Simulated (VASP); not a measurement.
# SiC (Moissanite) (P6_3mc) in VASP: further runs

SiC (Moissanite) is run at these levels: PBE; tasks: single point, relaxation of cell and atoms.

Everything below comes from runs of VASP 6.6.1. Logs are shortened: lines on timing, memory, paths and dates and some standing lists are left out, and cuts for length are marked.

### Step 1. The cell of the first run

The structure is hexagonal, space group P6_3mc (No. 186). The conventional cell has a = 3.092 Å, b = 3.092 Å, c = 5.074 Å, α = 90.00°, β = 90.00°, γ = 120.00°. Si (site symmetry 3m) has 4 C at 1.89 to 1.91 Å within 2.5 Å. C (site symmetry 3m) has 4 Si at 1.89 to 1.91 Å within 2.5 Å.

### Step 2. Single point, PBE

Input file INCAR:

```
SYSTEM = SiC
PREC = Accurate
ENCUT = 520
EDIFF = 1E-6
ISMEAR = 0
SIGMA = 0.01
LREAL = .FALSE.
LASPH = .TRUE.
NELM = 80
ALGO = Normal
ISIF = 2
LWAVE = .FALSE.
LCHARG = .FALSE.
GGA = PE
NBANDS = 16
```

Input file KPOINTS:

```
Automatic mesh
0
G
  8 8 5
  0 0 0
```

Input file POSCAR:

```
SiC
1.0
    3.0919746679      0.0000000000      0.0000000000
   -1.5459873340      2.6777286103      0.0000000000
    0.0000000000      0.0000000000      5.0740555982
Si C
2 2
Direct
    0.3333333333      0.6666666667      0.0045741878
    0.6666666667      0.3333333333      0.5045741878
    0.3333333333      0.6666666667      0.3804258122
    0.6666666667      0.3333333333      0.8804258122
```

Potentials or basis: VASP PAW PBE potentials, release 64 (Si, C).

The run is started by

```bash
$ cat potpaw_PBE.64/Si/POTCAR potpaw_PBE.64/C/POTCAR > POTCAR
$ mpirun -np 1 vasp_std > vasp.out
```

OUTCAR:

```text
SYSTEM = SiC
   PREC = Accurate
   ENCUT = 520
   EDIFF = 1E-6
   ISMEAR = 0
   LREAL = .FALSE.
   LASPH = .TRUE.
   NELM = 80
   ISIF = 2
   GGA = PE

 ion  position               nearest neighbor table
   1  0.333  0.667  0.005-   4 1.89   4 1.89   4 1.89   3 1.91   2 3.10   2 3.10   2 3.10   2 3.10
                             2 3.10   2 3.10
   2  0.667  0.333  0.505-   3 1.89   3 1.89   3 1.89   4 1.91   1 3.10   1 3.10   1 3.10   1 3.10
                             1 3.10   1 3.10
   3  0.333  0.667  0.380-   2 1.89   2 1.89   2 1.89   1 1.91
   4  0.667  0.333  0.880-   1 1.89   1 1.89   1 1.89   2 1.91

  LATTYP: Found a hexagonal cell.
 ALAT       =     3.0919746679
 C/A-ratio  =     1.6410404816

  Lattice vectors:

 A1 = (   3.0919746679,   0.0000000000,   0.0000000000)
 A2 = (  -1.5459873340,   2.6777286103,   0.0000000000)
 A3 = (   0.0000000000,   0.0000000000,   5.0740555982)

Analysis of symmetry for initial positions (statically):
=====================================================================
 Subroutine PRICEL returns:
 Original cell was already a primitive cell.

 Routine SETGRP: Setting up the symmetry group for a
 hexagonal supercell.

 Subroutine GETGRP returns: Found 12 space group operations
 (whereof  6 operations were pure point group operations)
 out of a pool of 24 trial point group operations.

The static configuration has the point symmetry C_3v.
 The point group associated with its full space group is C_6v.

Analysis of symmetry for dynamics (positions and initial velocities):
=====================================================================
 Subroutine PRICEL returns:
 Original cell was already a primitive cell.

 Routine SETGRP: Setting up the symmetry group for a
 hexagonal supercell.

 Subroutine GETGRP returns: Found 12 space group operations
 (whereof  6 operations were pure point group operations)
 out of a pool of 24 trial point group operations.

The dynamic configuration has the point symmetry C_3v.
 The point group associated with its full space group is C_6v.

 Subroutine INISYM returns: Found 12 space group operations
 (whereof  6 operations are pure point group operations),
 and found     1 'primitive' translations

----------------------------------------------------------------------------------------

                                     Primitive cell

  volume of cell :      42.0105

  direct lattice vectors                    reciprocal lattice vectors
     3.091974668  0.000000000  0.000000000     0.323417915  0.186725420  0.000000000
    -1.545987334  2.677728610  0.000000000     0.000000000  0.373450840  0.000000000
     0.000000000  0.000000000  5.074055598     0.000000000  0.000000000  0.197081010

  length of vectors
     3.091974668  3.091974668  5.074055598     0.373450840  0.373450840  0.197081010

  position of ions in fractional coordinates (direct lattice)
     0.333333333  0.666666667  0.004574188
     0.666666667  0.333333333  0.504574188
     0.333333333  0.666666667  0.380425812
     0.666666667  0.333333333  0.880425812

  ion indices of the primitive-cell ions
   primitive index   ion index
                 1           1
                 2           2
                 3           3
                 4           4

----------------------------------------------------------------------------------------

 KPOINTS: Automatic mesh

Automatic generation of k-mesh.
 Grid dimensions read from file:
 generate k-points for:    8    8    5

 Generating k-lattice:

  Cartesian coordinates                     Fractional coordinates (reciprocal lattice)
     0.040427239  0.023340678  0.000000000     0.125000000  0.000000000  0.000000000
     0.000000000  0.046681355  0.000000000     0.000000000  0.125000000  0.000000000
     0.000000000  0.000000000  0.039416202     0.000000000  0.000000000  0.200000000

  Length of vectors
     0.046681355  0.046681355  0.039416202

  Shift w.r.t. Gamma in fractional coordinates (k-lattice)
     0.000000000  0.000000000  0.000000000

 Subroutine IBZKPT returns following result:
 ===========================================

 Found     30 irreducible k-points:

 Following reciprocal coordinates:
            Coordinates               Weight
  0.000000  0.000000  0.000000      1.000000
  0.125000 -0.000000  0.000000      6.000000
  0.250000 -0.000000  0.000000      6.000000
  0.375000  0.000000  0.000000      6.000000
  0.500000 -0.000000  0.000000      3.000000
  0.125000  0.125000  0.000000      6.000000
[... 16 lines left out ...]
  0.250000 -0.000000  0.400000     12.000000
  0.375000  0.000000  0.400000     12.000000
 [... further k-points ...]
   k-points           NKPTS =     30   k-points in BZ     NKDIM =     30   number of bands    NBANDS=     16
   number of dos      NEDOS =    301   number of ions     NIONS =      4
   total plane-waves  NPLWV =  23040
   dimension x,y,z NGX =    24 NGY =   24 NGZ =   40
   dimension x,y,z NGXF=    48 NGYF=   48 NGZF=   80
   ions per type =               2   2
   NGX,Y,Z   is equivalent  to a cutoff of  12.90, 12.90, 13.11 a.u.
   NGXF,Y,Z  is equivalent  to a cutoff of  25.81, 25.81, 26.21 a.u.
 SYSTEM =  SiC
   PREC   = accura    normal or accurate (medium, high low for compatibility)
   ISTART =      0    job   : 0-new  1-cont  2-samecut
   ICHARG =      2    charge: 1-file 2-atom 10-const
   ISPIN  =      1    spin polarized calculation?
   LNONCOLLINEAR =      F non collinear calculations
   LSORBIT =      F    spin-orbit coupling
   LASPH  =      T    aspherical Exc in radial PAW
   ENCUT  =  520.0 eV  38.22 Ry    6.18 a.u.   5.75  5.75  9.43*2*pi/ulx,y,z
   NELM   =     80;   NELMIN=  2; NELMDL= -5     # of ELM steps
   EDIFF  = 0.1E-05   stopping-criterion for ELM
   LREAL  =      F    real-space projection
   EDIFFG = 0.1E-04   stopping-criterion for IOM
   NSW    =      0    number of steps for IOM
   IBRION =     -1    ionic relax: 0-MD 1-quasi-New 2-CG
   NFREE  =      0    steps in history (QN), initial steepest desc. (CG)
   ISIF   =      2    stress and relaxation
   ISYM   =      2    0-nonsym 1-usesym 2-fastsym
   POTIM  = 0.5000    time-step for ionic-motion
   TEBEG  =    0.0;   TEEND  =   0.0 temperature during run
   PSTRESS=    0.0 pullay stress
   NELECT =      16.0000    total number of electrons
   NUPDOWN=      -1.0000    fix difference up-down
   EMIN   =  10.00;   EMAX   =-10.00  energy-range for DOS
   EFERMI =   0.00;   METHOD = LEGACY
   ISMEAR =     0;   SIGMA  =   0.01  broadening in eV -4-tet -1-fermi 0-gaus
   EFERMI_NEDOS =   21; number of points for ismear=-14 and -15
   IALGO  =     38    algorithm
   IMIX   =      4    mixing-type and parameters
     AMIX     =   0.40;   BMIX     =  1.00
     AMIX_MAG =   1.60;   BMIX_MAG =  1.00
  volume/ion in A,a.u.               =      10.50        70.88
  Fermi-wavevector in a.u.,A,eV,Ry     =   1.186667  2.242476 19.159438  1.408179
  Thomas-Fermi vector in A             =   2.322835
   LORBIT       =      0    0 simple, 1 ext, 2 COOP (PROOUT), +10 PAW based schemes
   GGA     = PE    functional components
   LHFCALC =     F    Hartree Fock is set to
   AEXX    =    0.0000 exact exchange contribution
   IVDW    =     0    specifies the selected vdW correction
   LEPSILON=     F    determine dielectric tensor
   LRPA    =     F    only Hartree local field effects (RPA)
 non-spin polarized calculation
 Gauss-broadening in eV      SIGMA  =   0.01
  energy-cutoff  :      520.00
  volume of cell :       42.01
 maximum number of plane-waves:      1148
 NGX is ok and might be reduce to    24
   NGX = 11   NGY = 11   NGZ = 19

 number of electron      16.0000000 magnetization

 Free energy of the ion-electron system (eV)
  ---------------------------------------------------
  ext. energy  EPLUGINS =         0.00000000
  ---------------------------------------------------
  free energy    TOTEN  =       -30.10899736 eV

  energy without entropy =      -30.10899736  energy(sigma->0) =      -30.10899736

 E-fermi :   8.1600     XC(G=0): -11.2825

 val. band max:        8.0845855544   @ k =   0.0000   0.0000   0.0000
 cond. band min:      10.6361422524   @ k =   0.3750   0.2500   0.0000
 fundamental gap:      2.5515566979
 Fermi energy:         8.1599578350

 k-point     1 :       0.0000    0.0000    0.0000
  band No.  band energies     occupation
      1      -7.3610      2.00000
      2      -3.8513      2.00000
      3      -0.5236      2.00000
      4       6.7749      2.00000
      5       6.7749      2.00000
      6       7.9754      2.00000
[... 8 lines left out ...]
     15      16.9320      0.00000
     16      19.2997      0.00000

 k-point     2 :       0.1250   -0.0000    0.0000
  band No.  band energies     occupation
      1      -7.0939      2.00000
      2      -3.6245      2.00000
      3      -0.2803      2.00000
      4       5.4055      2.00000
      5       6.3489      2.00000
      6       7.1185      2.00000
[... 8 lines left out ...]
     15      17.5528      0.00000
     16      17.8794      0.00000

 k-point     3 :       0.2500   -0.0000    0.0000
  band No.  band energies     occupation
      1      -6.3103      2.00000
      2      -3.0002      2.00000
      3       0.3798      2.00000
      4       3.0210      2.00000
      5       5.1292      2.00000
      6       5.5852      2.00000
[... 8 lines left out ...]
     15      18.0459      0.00000
     16      18.8042      0.00000

 k-point     4 :       0.3750    0.0000    0.0000
  band No.  band energies     occupation
      1      -5.0984      2.00000
      2      -2.3585      2.00000
      3       0.5012      2.00000
      4       1.9908      2.00000
      5       3.0860      2.00000
      6       5.0045      2.00000
[... 8 lines left out ...]
     15      19.1503      0.00000
     16      20.0311      0.00000

 k-point     5 :       0.5000   -0.0000    0.0000
  band No.  band energies     occupation
      1      -4.0901      2.00000
      2      -2.6338      2.00000
      3       0.3610      2.00000
      4       1.8319      2.00000
      5       2.7101      2.00000
      6       4.7960      2.00000
[... 8 lines left out ...]
     15      18.2957      0.00000
     16      20.4985      0.00000

 k-point     6 :       0.1250    0.1250    0.0000
  band No.  band energies     occupation
      1      -6.5679      2.00000
      2      -3.1959      2.00000
      3       0.1789      2.00000
      4       3.9150      2.00000
      5       5.0552      2.00000
      6       6.1884      2.00000
[... 8 lines left out ...]
     15      17.7917      0.00000
     16      18.2853      0.00000
[... 267 lines left out ...]
 k-point    21 :       0.0000    0.0000    0.4000
  band No.  band energies     occupation
      1      -6.5981      2.00000
      2      -5.6869      2.00000
      3       2.5349      2.00000
      4       4.8357      2.00000
      5       7.1800      2.00000
      6       7.1800      2.00000
[... 8 lines left out ...]
     15      16.3419      0.00000
     16      17.7352      0.00000

 k-point    22 :       0.1250   -0.0000    0.4000
  band No.  band energies     occupation
      1      -6.3358      2.00000
      2      -5.4318      2.00000
      3       2.6672      2.00000
      4       4.7832      2.00000
      5       5.9991      2.00000
      6       6.6524      2.00000
[... 8 lines left out ...]
     15      16.7883      0.00000
     16      18.0974      0.00000

 k-point    23 :       0.2500   -0.0000    0.4000
  band No.  band energies     occupation
      1      -5.5699      2.00000
      2      -4.6940      2.00000
      3       2.4829      2.00000
      4       3.5721      2.00000
      5       4.3992      2.00000
      6       5.9601      2.00000
[... 8 lines left out ...]
     15      18.0115      0.00000
     16      18.5364      0.00000

 k-point    24 :       0.3750    0.0000    0.4000
  band No.  band energies     occupation
      1      -4.4072      2.00000
      2      -3.6215      2.00000
      3       0.7340      2.00000
      4       1.4893      2.00000
      5       4.6744      2.00000
      6       5.5676      2.00000
[... 8 lines left out ...]
     15      19.1398      0.00000
     16      19.8030      0.00000

 [... further k-points ...]
[... 5 lines left out ...]
  --------------------------------------------------------------------------------------
  -------------------------------------------------------------------------------------
  Total       -0.0128401     -0.0128401     -0.0079432      0.0000000      0.0000000      0.0000000
  in kB       -0.4896893     -0.4896893     -0.3029341      0.0000000      0.0000000      0.0000000
  external PRESSURE =      -0.4274375 kB  Pullay stress =       0.0000000 kB

 VOLUME and BASIS-vectors are now :
 -----------------------------------------------------------------------------
  energy-cutoff  :      520.00
  volume of cell :       42.01
      direct lattice vectors                 reciprocal lattice vectors
     3.091974668  0.000000000  0.000000000     0.323417915  0.186725420  0.000000000
    -1.545987334  2.677728610  0.000000000     0.000000000  0.373450840  0.000000000
     0.000000000  0.000000000  5.074055598     0.000000000  0.000000000  0.197081010

 POSITION                                       TOTAL-FORCE (eV/Angst)
 -----------------------------------------------------------------------------------
     -0.00000      1.78515      0.02321         0.000000     -0.000000      0.000307
      1.54599      0.89258      2.56024        -0.000000     -0.000000      0.000307
     -0.00000      1.78515      1.93030        -0.000000     -0.000000     -0.000307
      1.54599      0.89258      4.46733        -0.000000      0.000000     -0.000307
 -----------------------------------------------------------------------------------
    total drift:                               -0.000000      0.000000      0.000503

  FREE ENERGIE OF THE ION-ELECTRON SYSTEM (eV)
  ---------------------------------------------------
  free  energy   TOTEN  =       -30.1089973626 eV

  energy  without entropy=      -30.1089973626  energy(sigma->0) =      -30.10899736
```

It took 7 s on 1 thread of Intel Xeon 6975P-C (Granite Rapids), shared host; peak memory 0.15 GiB.

What came out:

```
Free energy            : -30.1090 eV
Pressure               : 0.0 GPa
Band gap on the k mesh : 2.55 eV, indirect (least direct gap 3.94 eV)
```

Levels at points of the mesh, in eV from the valence-band top:
| k point | band 6 | band 7 | band 8 | band 9 | band 10 | band 11 |
| --- | --- | --- | --- | --- | --- | --- |
| (0.00, 0.00, 0.00) | -0.11 | 0.00 | 0.00 | 4.67 | 6.05 | 6.57 |
| (0.50, 0.00, 0.00) | -3.29 | -3.24 | -1.19 | 2.75 | 4.21 | 6.76 |

A k mesh can miss the band edges. A hybrid or GW would open this gap; PBE tends to underestimate it.

[end of part 1 of 2]
